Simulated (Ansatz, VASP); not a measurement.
## One calculation of KCl, two programs

File POSCAR:

```
KCl
1.0
    3.7708085932      0.0000000000      0.0000000000
    0.0000000000      3.7708085932      0.0000000000
    0.0000000000      0.0000000000      3.8586684334
K Cl
1 1
Direct
    0.0000000000      0.0000000000      0.0000000000
    0.5000000000      0.5000000000      0.5000000000
```

INCAR.step1

```
SYSTEM = KCl
PREC = Accurate
ENCUT = 520
ISMEAR = 0
SIGMA = 0.01
LREAL = .FALSE.
LASPH = .TRUE.
NELM = 100
NBANDS = 15
GGA = PE
ALGO = Normal
EDIFF = 1E-4
LWAVE = .TRUE.
LCHARG = .FALSE.
```

INCAR.step2

```
SYSTEM = KCl
PREC = Accurate
ENCUT = 520
EDIFF = 1E-6
ISMEAR = 0
SIGMA = 0.01
LREAL = .FALSE.
LASPH = .TRUE.
NELM = 100
ALGO = Normal
ISIF = 2
LWAVE = .FALSE.
LCHARG = .TRUE.
METAGGA = R2SCAN
LMIXTAU = .TRUE.
LELF = .TRUE.
LVHAR = .TRUE.
NBANDS = 15
ISTART = 1
```

The input KPOINTS:

```
regular mesh
0
G
  8 8 8
  0 0 0
```

Input for Ansatz:

```yaml
crystal:
  lattice:
    - [3.7708085932, 0.0, 0.0]
    - [0.0, 3.7708085932, 0.0]
    - [0.0, 0.0, 3.8586684334]
  atoms:
    - { symbol: K, position: [0.0, 0.0, 0.0] }
    - { symbol: Cl, position: [0.5, 0.5, 0.5] }
kpoints:
  mp_grid: { grid: [8, 8, 8] }
  band_path:
    path:
      - [0.0, 0.0, 0.0]
      - [0.0, 0.5, 0.0]
      - [0.5, 0.5, 0.0]
      - [0.5, 0.5, 0.5]
      - [0.0, 0.5, 0.5]
    npoints: 1
hamiltonian:
  xc: r2scan
scf:
  occupations: { method: fixed }
  n_extra_bands: 4
output:
  forces: true
  stress: true
  eigenvalues: true
  write_density: true
  write_potential: true
  elf: true
  volumetric_format: npy
```

Change from the starting cell: uniaxial_z strain +2.3%.

Alike in both runs: task single point; functional r2SCAN; k mesh 8 × 8 × 8; no spin polarisation.

|  | VASP | Ansatz |
| --- | --- | --- |
| version | VASP 6.6.1 | Ansatz 0.2.0 |
| potentials or method | VASP PAW PBE potentials, release 64 (K_sv, Cl) | plane waves, PAW |
| plane-wave cutoff (eV) | 520 | 500 |
| occupations | gaussian, width 0.01 eV | fixed |
| valence electrons in the cell | 16 | 16 |

```tsv
	VASP	Ansatz	Ansatz less VASP
gap on the k mesh at the Fermi level (eV)	5.65	5.65	-0.006
pressure (GPa)	-0.5	-0.5	+0.04
traceless stress, the component that is largest in VASP (GPa)	-0.70	-0.70	+0.001
```

VASP's potentials were made for PBE, not for r2SCAN.
